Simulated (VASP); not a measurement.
Set up this calculation in VASP 6.6.1, as the native input.

```yaml
Task: single point
Functional: HF
Potentials_or_basis: VASP PAW PBE potentials, release 64 (N, B)
Cutoff: 520 eV
k_mesh: 6 × 6 × 6
Occupations: fermi-dirac, width 0.05 eV
Spin: no spin polarisation
Dipole_correction: no
Grid_for_exact_exchange_PRECFOCK: Normal
Further_INCAR_settings: ALGO = Normal; EDIFF = 1e-06; NBANDS = 11
```

Crystal: BN.

```
CELL_PARAMETERS angstrom
1.25112 0.72234 3.37293
-1.25112 0.72234 3.37293
0.00000 -1.44467 3.37293
ATOMIC_POSITIONS crystal
N 0.66724 0.66724 0.66724
B 0.00033 0.00033 0.00033
```

These files were run (other wordings do the same):

POSCAR

```
BN
1.0
    1.2511217832      0.7223354983      3.3729344033
   -1.2511217832      0.7223354983      3.3729344033
    0.0000000000     -1.4446709966      3.3729344033
N B
1 1
Direct
    0.6672382000      0.6672382000      0.6672382000
    0.0003288000      0.0003288000      0.0003288000
```

INCAR.step1

```
  PREC = Accurate
  ENCUT = 520
  EDIFF = 1E-5
  ISMEAR = -1
  SIGMA = 0.05
  LREAL = False
  LASPH = True
  NELM = 80
  ALGO = Normal
  ISIF = 2
  LWAVE = True
  NBANDS = 11
  GGA = PE
```

INCAR.step2

```
  PREC = Accurate
  ENCUT = 520
  EDIFF = 1E-6
  ISMEAR = -1
  SIGMA = 0.05
  LREAL = False
  LASPH = True
  NELM = 80
  ALGO = Normal
  ISIF = 2
  LWAVE = False
  LCHARG = True
  GGA = PE
  LHFCALC = True
  AEXX = 1.0
  ALDAC = 0.0
  AGGAC = 0.0
  PRECFOCK = Normal
  LELF = True
  LVHAR = True
  NBANDS = 11
  ISTART = 1
```

KPOINTS

```
Automatic mesh
0
Gamma
  6 6 6
```

Potentials or basis: VASP PAW PBE potentials, release 64 (N, B).

Run with:

```console
$ cat potpaw_PBE.64/N/POTCAR potpaw_PBE.64/B/POTCAR > POTCAR
$ cp INCAR.step1 INCAR
$ mpirun -np 1 vasp_std > vasp.out
$ cp INCAR.step2 INCAR
$ mpirun -np 1 vasp_std > vasp.out
```

It gave:

| Item | Value |
| --- | --- |
| Pressure | -1.9 GPa |
| Largest force | 0.011 eV/Å |
| Band gap on the k mesh | 13.06 eV, indirect (least direct gap 14.11 eV) |

Caveat: the k points lie up to 0.49 Å⁻¹ apart; the PAW data sets were made with another functional, which shifts forces and pressure a little.

It took 27 min on 1 thread of Intel(R) Xeon(R) Platinum 8375C CPU @ 2.90GHz (Ice Lake), with other jobs on the host, peak memory 0.16 GiB.
